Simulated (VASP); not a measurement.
Set up this calculation in VASP 6.6.1, as the native input.

* Task: single point
* Functional: PBE
* Potentials or basis: VASP PAW PBE potentials, release 64 (B, As, Al)
* Cutoff: 520 eV
* k mesh: 8 × 8 × 6
* Occupations: fermi-dirac, width 0.02 eV
* Spin: non-collinear spin, zero start, spin-orbit coupling
* Starting moments: [[0.0, 0.0, 0.0], [0.0, 0.0, 0.0], [0.0, 0.0, 0.0], [0.0, 0.0, 0.0]] μB
* Dipole correction: no
* Further INCAR settings: ALGO = Normal; EDIFF = 1e-07; NBANDS = 30

The structure of AlBAs2 lies in POSCAR:

```
AlBAs2
1.0
    3.6608835443      0.0000000000      0.0000000000
    0.0000000000      3.6608835443      0.0000000000
    0.0000000000      0.0000000000      5.4129837991
B As Al
1 2 1
Direct
    0.0000000000      0.0000000000      0.0000000000
    0.0000000000      0.5000000000      0.2128693897
    0.5000000000      0.0000000000      0.7871306103
    0.5000000000      0.5000000000      0.5000000000
```

One way to write it, as run:

INCAR

```
PREC = Accurate
ENCUT = 520
EDIFF = 1E-7
ISMEAR = -1
SIGMA = 0.02
LREAL = False
LASPH = True
NELM = 150
ALGO = Normal
ISIF = 2
LWAVE = False
LCHARG = False
LNONCOLLINEAR = True
MAGMOM = 0 0 0 0 0 0 0 0 0 0 0 0
LORBIT = 11
LSORBIT = True
GGA_COMPAT = False
LORBMOM = True
GGA = PE
NBANDS = 30
```

KPOINTS

```
Automatic mesh
0
Gamma
  8 8 6
```

Potentials or basis: VASP PAW PBE potentials, release 64 (B, As, Al).

Command:

```console
$ cat potpaw_PBE.64/B/POTCAR potpaw_PBE.64/As/POTCAR potpaw_PBE.64/Al/POTCAR > POTCAR
$ mpirun -np 1 vasp_ncl > vasp.out
```

It gave:

```
Pressure                                              : 2.1 GPa
Largest force                                         : 0.140 eV/Å
Net moment                                            : 0.00 μB per cell
Valence electrons inside the program's atomic spheres : B 1.65; As 2.89; Al 0.83
```

It took 3.5 min on 1 thread of Intel(R) Xeon(R) 6975P-C (Granite Rapids) (shared host), peak memory 0.46 GiB.
